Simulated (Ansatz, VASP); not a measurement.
One calculation of AgCl, two programs

The input POSCAR:

```
AgCl
1.0
    0.0000000000      2.7350000000      2.7350000000
    2.7350000000      0.0000000000      2.7350000000
    2.7350000000      2.7350000000      0.0000000000
Ag Cl
1 1
Direct
    0.0000000000      0.0000000000      0.0000000000
    0.5000000000      0.5000000000      0.5000000000
```

The input INCAR.step1:

```
SYSTEM = AgCl
ALGO     = Normal         ! electronic algorithm
EDIFF    = 1E-4           ! SCF threshold, eV
ENCUT    = 520            ! plane-wave cutoff, eV
GGA      = PE             ! functional
ISMEAR   = -1             ! smearing method
LASPH    = .TRUE.         ! aspherical terms in the spheres
LCHARG   = .FALSE.        ! write CHGCAR
LREAL    = .FALSE.        ! projectors in reciprocal space
LWAVE    = .TRUE.         ! write WAVECAR
NBANDS   = 16             ! bands
NELM     = 100            ! most SCF steps
PREC     = Accurate       ! precision mode
SIGMA    = 0.05           ! smearing width, eV
```

The input INCAR.step2:

```
SYSTEM = AgCl
ALGO     = Normal         ! electronic algorithm
EDIFF    = 1E-6           ! SCF threshold, eV
ENCUT    = 520            ! plane-wave cutoff, eV
ISIF     = 2              ! what is computed and relaxed
ISMEAR   = -1             ! smearing method
ISTART   = 1            
LASPH    = .TRUE.         ! aspherical terms in the spheres
LCHARG   = .FALSE.        ! write CHGCAR
LMIXTAU  = .TRUE.       
LREAL    = .FALSE.        ! projectors in reciprocal space
LWAVE    = .FALSE.        ! write WAVECAR
METAGGA  = R2SCAN         ! meta-GGA
NBANDS   = 16             ! bands
NELM     = 100            ! most SCF steps
PREC     = Accurate       ! precision mode
SIGMA    = 0.05           ! smearing width, eV
```

File KPOINTS:

```
k-points
0
G
  5 5 5
  0 0 0
```

File input.yaml:

```yaml
crystal:
  lattice:
    - [0.0, 2.735, 2.735]
    - [2.735, 0.0, 2.735]
    - [2.735, 2.735, 0.0]
  atoms:
    - { symbol: Ag, position: [0.0, 0.0, 0.0] }
    - { symbol: Cl, position: [0.5, 0.5, 0.5] }
hamiltonian:
  xc: r2scan
  pseudopotentials: { kind: paw }
kpoints:
  mp_grid: { grid: [5, 5, 5] }
scf:
  occupations: { method: fermi_dirac, width: 0.05 }
  n_extra_bands: 6
output:
  forces: true
  stress: true
  eigenvalues: true
  dos: { projected: true, de: 0.05, nscf_kmesh: { grid: [8, 8, 8] } }
  write_density: true
  write_potential: true
  elf: true
  volumetric_format: npy
```

Alike in both runs: functional r2SCAN; k mesh 5 × 5 × 5; occupations fermi-dirac, width 0.05 eV; no spin polarisation.

|  | VASP | Ansatz |
| --- | --- | --- |
| version | VASP 6.6.1 | Ansatz 0.2.0 |
| potentials or method | VASP PAW PBE potentials, release 64 (Ag, Cl) | Ansatz PAW |
| plane-wave cutoff (eV) | 520 | 500 |
| valence electrons in the cell | 18 | 26 |
| task | single point | projected density of states |

Ansatz gave:

```
gap on the k mesh at the Fermi level (eV) : 1.64
least direct gap on the mesh (eV)         : 4.05
pressure (GPa)                            : 2.3
```

**Question.** Estimate VASP's values.

**Answer.** gap on the k mesh at the Fermi level (eV): 1.58; least direct gap on the mesh (eV): 3.98; pressure (GPa): 2.3.

VASP's potentials were made for PBE, not for r2SCAN. The functional is the same, so the differences come from potentials, cutoffs and numerics. VASP's potentials hold 18 valence electrons a cell and Ansatz's 26, so a difference there can come from the potentials and not from the codes.

Noted on Ansatz's run: odd divisions of the mesh miss points on the zone boundary, where band edges often lie, so the gap on the mesh can be too wide.
